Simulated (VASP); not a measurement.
# Si (a cell with a defect) in VASP: single point with LDA

Aim: the single point of Si (a cell with a defect) with LDA.

All numbers are computed with VASP 6.6.1; they aren't measurements. Logs are shortened: lines on timing, memory, paths and dates and some standing lists are left out, and cuts for length are marked.

## 1. The cell of the first run

The cell holds a defect, 17 atoms: a = 7.679 Å, b = 7.679 Å, c = 7.679 Å, α = 60.00°, β = 60.00°, γ = 60.00°.

## 2. Single point, LDA

INCAR

```
  PREC = Accurate
  ENCUT = 520
  EDIFF = 1E-6
  ISMEAR = -1
  SIGMA = 0.02
  LREAL = Auto
  LASPH = True
  NELM = 60
  ALGO = Normal
  ISIF = 2
  LWAVE = False
  LCHARG = False
  GGA = CA
  NBANDS = 48
```

KPOINTS

```
Automatic mesh
0
Gamma
  2 2 2
```

POSCAR

```
Si
1.0
    0.0000000000      5.4300000000      5.4300000000
    5.4300000000      0.0000000000      5.4300000000
    5.4300000000      5.4300000000      0.0000000000
Si
17
Direct
   -0.0014645488     -0.0009308471     -0.0074894107
    0.1399500921      0.1404637201      0.0791670350
    0.0146970534      0.0152235727      0.4549173112
    0.1152158379      0.1157902394      0.6208677716
   -0.0014085635      0.5099256906     -0.0075207182
    0.1151527624      0.6264430018      0.1320247698
   -0.0230511050      0.5097185083      0.5036616022
    0.1152803867      0.6481781768      0.6208358195
    0.5094108656     -0.0008968692     -0.0074926335
    0.6259107735      0.1156995396      0.1320347145
    0.5091811234     -0.0225172192      0.5036697053
    0.6476676796      0.1158093002      0.6208663904
    0.4846348066      0.4851758748      0.0451572744
    0.6259667587      0.6264772560      0.1320046961
    0.5092380295      0.5097739411      0.5036398711
    0.6098690608      0.6104084715      0.6694418048
    0.3122107735      0.3127133517      0.5624520258
```

Potentials or basis: VASP PAW LDA potentials, release 64 (Si).

Launch:

```bash
$ cat potpaw_LDA.64/Si/POTCAR > POTCAR
$ mpirun -np 1 vasp_std > vasp.out
```

OUTCAR:

```text
PREC = Accurate
   ENCUT = 520
   EDIFF = 1E-6
   ISMEAR = -1
   LREAL = Auto
   LASPH = True
   NELM = 60
   ISIF = 2
   GGA = CA

 ion  position               nearest neighbor table
   1  0.999  0.999  0.993-   2 2.33   4 2.33  10 2.34   6 2.34
   2  0.140  0.140  0.079-   5 2.33   9 2.33   1 2.33   3 2.36
   3  0.015  0.015  0.455-  12 2.32   4 2.32   8 2.32   2 2.36
   4  0.115  0.116  0.621-   3 2.32   1 2.33  17 2.39   7 2.47  11 2.47
   5  0.999  0.510  0.992-   2 2.33   8 2.33  14 2.34   6 2.34
   6  0.115  0.626  0.132-  13 2.33   7 2.33   5 2.34   1 2.34
   7  0.977  0.510  0.504-  16 2.32   6 2.33  17 2.39   4 2.47   8 2.47
   8  0.115  0.648  0.621-   3 2.32   5 2.33  17 2.39  15 2.47   7 2.47
   9  0.509  0.999  0.993-   2 2.33  12 2.33  10 2.34  14 2.34
  10  0.626  0.116  0.132-  13 2.33  11 2.33   9 2.34   1 2.34
  11  0.509  0.977  0.504-  16 2.32  10 2.33  17 2.39   4 2.47  12 2.47
  12  0.648  0.116  0.621-   3 2.32   9 2.33  17 2.39  15 2.47  11 2.47
  13  0.485  0.485  0.045-  10 2.33   6 2.33  14 2.33  16 2.36
  14  0.626  0.626  0.132-  13 2.33  15 2.33   9 2.34   5 2.34
  15  0.509  0.510  0.504-  16 2.32  14 2.33  17 2.39   8 2.47  12 2.47
  16  0.610  0.610  0.669-  15 2.32  11 2.32   7 2.32  13 2.36
  17  0.312  0.313  0.562-  11 2.39   7 2.39   8 2.39  12 2.39  15 2.39   4 2.39

  LATTYP: Found a face centered cubic cell.
 ALAT       =    10.8600000000

  Lattice vectors:

 A1 = (   0.0000000000,   5.4300000000,   5.4300000000)
 A2 = (   5.4300000000,   0.0000000000,   5.4300000000)
 A3 = (   5.4300000000,   5.4300000000,   0.0000000000)

Analysis of symmetry for initial positions (statically):
=====================================================================
 Subroutine PRICEL returns:
 Original cell was already a primitive cell.

 Routine SETGRP: Setting up the symmetry group for a
 face centered cubic supercell.

 Subroutine GETGRP returns: Found  1 space group operations
 (whereof  1 operations were pure point group operations)
 out of a pool of 48 trial point group operations.

The static configuration has the point symmetry C_1 .

Analysis of symmetry for dynamics (positions and initial velocities):
=====================================================================
 Subroutine PRICEL returns:
 Original cell was already a primitive cell.

 Routine SETGRP: Setting up the symmetry group for a
 face centered cubic supercell.

 Subroutine GETGRP returns: Found  1 space group operations
 (whereof  1 operations were pure point group operations)
 out of a pool of 48 trial point group operations.

The dynamic configuration has the point symmetry C_1 .

 Subroutine INISYM returns: Found  1 space group operations
 (whereof  1 operations are pure point group operations),
 and found     1 'primitive' translations

----------------------------------------------------------------------------------------

                                     Primitive cell

  volume of cell :     320.2060

  direct lattice vectors                    reciprocal lattice vectors
     0.000000000  5.430000000  5.430000000    -0.092081031  0.092081031  0.092081031
     5.430000000  0.000000000  5.430000000     0.092081031 -0.092081031  0.092081031
     5.430000000  5.430000000  0.000000000     0.092081031  0.092081031 -0.092081031

  length of vectors
     7.679179644  7.679179644  7.679179644     0.159489025  0.159489025  0.159489025

  position of ions in fractional coordinates (direct lattice)
     0.998535451  0.999069153  0.992510589
     0.139950092  0.140463720  0.079167035
     0.014697053  0.015223573  0.454917311
     0.115215838  0.115790239  0.620867772
     0.998591436  0.509925691  0.992479282
     0.115152762  0.626443002  0.132024770
[... 9 lines left out ...]
     0.609869061  0.610408472  0.669441805
     0.312210773  0.312713352  0.562452026

  ion indices of the primitive-cell ions
   primitive index   ion index
                 1           1
                 2           2
                 3           3
                 4           4
                 5           5
                 6           6
[... 9 lines left out ...]
                16          16
                17          17

----------------------------------------------------------------------------------------

 KPOINTS: Automatic mesh

Automatic generation of k-mesh.
 Grid dimensions read from file:
 generate k-points for:    2    2    2

 Generating k-lattice:

  Cartesian coordinates                     Fractional coordinates (reciprocal lattice)
    -0.046040516  0.046040516  0.046040516     0.500000000  0.000000000  0.000000000
     0.046040516 -0.046040516  0.046040516     0.000000000  0.500000000  0.000000000
     0.046040516  0.046040516 -0.046040516     0.000000000  0.000000000  0.500000000

  Length of vectors
     0.079744512  0.079744512  0.079744512

  Shift w.r.t. Gamma in fractional coordinates (k-lattice)
     0.000000000  0.000000000  0.000000000

 Subroutine IBZKPT returns following result:
 ===========================================

 Found      8 irreducible k-points:

 Following reciprocal coordinates:
            Coordinates               Weight
  0.000000  0.000000  0.000000      1.000000
  0.500000  0.000000  0.000000      1.000000
  0.000000  0.500000  0.000000      1.000000
  0.000000  0.000000  0.500000      1.000000
  0.500000  0.500000  0.500000      1.000000
  0.500000  0.500000  0.000000      1.000000
  0.000000  0.500000  0.500000      1.000000
  0.500000  0.000000  0.500000      1.000000
   k-points           NKPTS =      8   k-points in BZ     NKDIM =      8   number of bands    NBANDS=     48
   number of dos      NEDOS =    301   number of ions     NIONS =     17
   total plane-waves  NPLWV = 216000
   dimension x,y,z NGX =    60 NGY =   60 NGZ =   60
   dimension x,y,z NGXF=   120 NGYF=  120 NGZF=  120
   ions per type =              17
   NGX,Y,Z   is equivalent  to a cutoff of  12.99, 12.99, 12.99 a.u.
   NGXF,Y,Z  is equivalent  to a cutoff of  25.98, 25.98, 25.98 a.u.
 SYSTEM =  unknown system
   PREC   = accura    normal or accurate (medium, high low for compatibility)
   ISTART =      0    job   : 0-new  1-cont  2-samecut
   ICHARG =      2    charge: 1-file 2-atom 10-const
   ISPIN  =      1    spin polarized calculation?
   LNONCOLLINEAR =      F non collinear calculations
   LSORBIT =      F    spin-orbit coupling
   LASPH  =      T    aspherical Exc in radial PAW
   ENCUT  =  520.0 eV  38.22 Ry    6.18 a.u.  14.28 14.28 14.28*2*pi/ulx,y,z
   NELM   =     60;   NELMIN=  2; NELMDL= -5     # of ELM steps
   EDIFF  = 0.1E-05   stopping-criterion for ELM
   LREAL  =      T    real-space projection
   EDIFFG = 0.1E-04   stopping-criterion for IOM
   NSW    =      0    number of steps for IOM
   IBRION =     -1    ionic relax: 0-MD 1-quasi-New 2-CG
   NFREE  =      0    steps in history (QN), initial steepest desc. (CG)
   ISIF   =      2    stress and relaxation
   ISYM   =      2    0-nonsym 1-usesym 2-fastsym
   POTIM  = 0.5000    time-step for ionic-motion
   TEBEG  =    0.0;   TEEND  =   0.0 temperature during run
   PSTRESS=    0.0 pullay stress
   NELECT =      68.0000    total number of electrons
   NUPDOWN=      -1.0000    fix difference up-down
   EMIN   =  10.00;   EMAX   =-10.00  energy-range for DOS
   EFERMI =   0.00;   METHOD = LEGACY
   ISMEAR =    -1;   SIGMA  =   0.02  broadening in eV -4-tet -1-fermi 0-gaus
   EFERMI_NEDOS =   21; number of points for ismear=-14 and -15
   IALGO  =     38    algorithm
   IMIX   =      4    mixing-type and parameters
     AMIX     =   0.40;   BMIX     =  1.00
     AMIX_MAG =   1.60;   BMIX_MAG =  1.00
  volume/ion in A,a.u.               =      18.84       127.11
  Fermi-wavevector in a.u.,A,eV,Ry     =   0.976715  1.845724 12.979587  0.953973
  Thomas-Fermi vector in A             =   2.107356
   LORBIT       =      0    0 simple, 1 ext, 2 COOP (PROOUT), +10 PAW based schemes
   GGA     = CA    functional components
   LHFCALC =     F    Hartree Fock is set to
   AEXX    =    0.0000 exact exchange contribution
   IVDW    =     0    specifies the selected vdW correction
   LEPSILON=     F    determine dielectric tensor
   LRPA    =     F    only Hartree local field effects (RPA)
 non-spin polarized calculation
  energy-cutoff  :      520.00
  volume of cell :      320.21
 maximum number of plane-waves:      8646
 NGX is ok and might be reduce to    60
   NGX = 29   NGY = 29   NGZ = 29

 number of electron      68.0000000 magnetization

 Free energy of the ion-electron system (eV)
  ---------------------------------------------------
  ext. energy  EPLUGINS =         0.00000000
  ---------------------------------------------------
  free energy    TOTEN  =       -97.24422380 eV

  energy without entropy =      -97.23609118  energy(sigma->0) =      -97.24015749

 E-fermi :   6.6327     XC(G=0):  -9.8603

 val. band max:        6.3757163307   @ k =   0.0000   0.5000   0.5000
 cond. band min:       6.6350459921   @ k =   0.0000   0.0000   0.0000
 fundamental gap:      0.2593296613
 Fermi energy:         6.6326596959

 k-point     1 :       0.0000    0.0000    0.0000
  band No.  band energies     occupation
      1      -6.2706      2.00000
      2      -3.9702      2.00000
      3      -3.6779      2.00000
      4      -3.6778      2.00000
      5      -3.4520      2.00000
      6      -2.5945      2.00000
[... 38 lines left out ...]
     45       8.6966      0.00000
     46       8.7129      0.00000

 k-point     2 :       0.5000    0.0000    0.0000
  band No.  band energies     occupation
      1      -5.7985      2.00000
      2      -5.0502      2.00000
      3      -3.6996      2.00000
      4      -3.4851      2.00000
      5      -3.2310      2.00000
      6      -3.0825      2.00000
[... 286 lines left out ...]
 k-point     8 :       0.5000    0.0000    0.5000
  band No.  band energies     occupation
      1      -5.6697      2.00000
      2      -4.7629      2.00000
      3      -4.1108      2.00000
      4      -3.9285      2.00000
      5      -3.8484      2.00000
      6      -3.6923      2.00000
[... 38 lines left out ...]
     45      10.2792      0.00000
     46      10.3707      0.00000
 [bands above 46 left out]

------------------------ aborting loop because EDIFF is reached ----------------------------------------

  FORCE on cell =-STRESS in cart. coord.  units (eV):
  Direction    XX          YY          ZZ          XY          YZ          ZX
  --------------------------------------------------------------------------------------
  -------------------------------------------------------------------------------------
  Total        2.8946373      2.8936716      2.8912986     -0.8861699      0.8841955      0.8813355
  in kB       14.4835576     14.4787259     14.4668524     -4.4340247      4.4241457      4.4098353
  external PRESSURE =      14.4763786 kB  Pullay stress =       0.0000000 kB

 VOLUME and BASIS-vectors are now :
 -----------------------------------------------------------------------------
  energy-cutoff  :      520.00
  volume of cell :      320.21
      direct lattice vectors                 reciprocal lattice vectors
     0.000000000  5.430000000  5.430000000    -0.092081031  0.092081031  0.092081031
     5.430000000  0.000000000  5.430000000     0.092081031 -0.092081031  0.092081031
     5.430000000  5.430000000  0.000000000     0.092081031  0.092081031 -0.092081031

 POSITION                                       TOTAL-FORCE (eV/Angst)
 -----------------------------------------------------------------------------------
     10.81428     10.81138     10.84699         0.003595      0.003588     -0.011391
      1.19260      1.18981      1.52265        -0.004455     -0.004179      0.004533
      2.55286      2.55001      0.16247        -0.016041     -0.015049      0.015851
      4.00005      3.99693      1.25436         0.003370      0.003331      0.025882
      8.15806     10.81151      8.19125         0.012394      0.003703     -0.003465
      4.11848      1.34217      4.02686        -0.003919     -0.012288      0.003935
[... 9 lines left out ...]
      6.94959      6.94666      6.62611         0.016394      0.016553     -0.016416
      4.75215      4.74942      3.39334        -0.000470      0.001432      0.000097
 -----------------------------------------------------------------------------------
    total drift:                               -0.002863      0.008101      0.002448

  FREE ENERGIE OF THE ION-ELECTRON SYSTEM (eV)
  ---------------------------------------------------
  free  energy   TOTEN  =       -97.2442237969 eV

  energy  without entropy=      -97.2360911849  energy(sigma->0) =      -97.24015749
```

It took 5.2 min on 1 thread of Intel Xeon 8259CL, shared host; peak memory 0.38 GiB.

What came out:

* Free energy: -97.2442 eV
* Pressure: 1.4 GPa
* Largest force: 0.029 eV/Å
* Band gap on the k mesh: zero (bands 34 and 35 overlap by 0.05 eV)

Forces in eV/Å, atoms in the order of the input:
```
Si   0.004  0.004 -0.011
Si  -0.004 -0.004  0.005
Si  -0.016 -0.015  0.016
Si   0.003  0.003  0.026
Si   0.012  0.004 -0.003
Si  -0.004 -0.012  0.004
Si  -0.004  0.024  0.004
Si  -0.025  0.003 -0.003
Si   0.003  0.012 -0.004
Si  -0.012 -0.004  0.003
Si   0.025 -0.003  0.004
Si   0.003 -0.027 -0.003
Si   0.005  0.005 -0.005
Si  -0.003 -0.004  0.011
Si  -0.004 -0.004 -0.026
Si   0.016  0.017 -0.016
Si   0.000  0.001  0.000
```

Caveat: the k points lie up to 0.50 Å⁻¹ apart.
